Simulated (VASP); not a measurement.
## Pt2F: single point with PBE

The system is Pt2F.

```
Pt F
1.0
     1.38638    0.80043    6.31287
    -1.38638    0.80043    6.31287
     0.00000   -1.60085    6.31287
Pt F
2 1
Direct
  0.77280 0.77280 0.77280
  0.55854 0.55854 0.55854
  0.00196 0.00196 0.00196
```

```
Program                : VASP 6.6.1
Task                   : single point
Functional             : PBE
Potentials or basis    : VASP PAW PBE potentials, release 64 (Pt, F)
Cutoff                 : 520 eV
k mesh                 : 6 × 6 × 6
Occupations            : gaussian, width 0.1 eV
Spin                   : no spin polarisation
Dipole correction      : no
Further INCAR settings : ALGO = Normal; EDIFF = 1e-07; NBANDS = 20
```

| Property | Result |
| --- | --- |
| Pressure | -0.5 GPa |
| Largest force | 0.006 eV/Å |

Forces on the atoms (eV/Å):
```
Pt   0.000  0.000  0.006
Pt   0.000  0.000 -0.005
F    0.000  0.000 -0.001
```

Levels at points of the mesh, in eV from the Fermi level:
```csv
k point,band 12,band 13,band 14,band 15,band 16,band 17
"(0.00, 0.00, 0.00)",-1.15,-1.15,-0.04,-0.04,2.72,3.37
"(0.50, 0.00, 0.00)",0.10,0.51,0.68,2.31,3.78,6.93
"(0.50, 0.50, 0.00)",0.15,0.50,0.68,2.80,3.55,6.89
"(0.50, 0.50, 0.50)",-1.01,-1.01,-0.15,-0.15,-0.03,6.44
```

It took 100 s on 1 thread of Oxide Virtual Turin-like Processor, on a shared host, peak memory 0.28 GiB.

Caveat: the k points lie up to 0.44 Å⁻¹ apart; spin-orbit coupling is left out, which moves the levels of the heavy elements; an odd number of electrons without spin polarisation forces a metal; a magnetic or distorted state may lie lower.
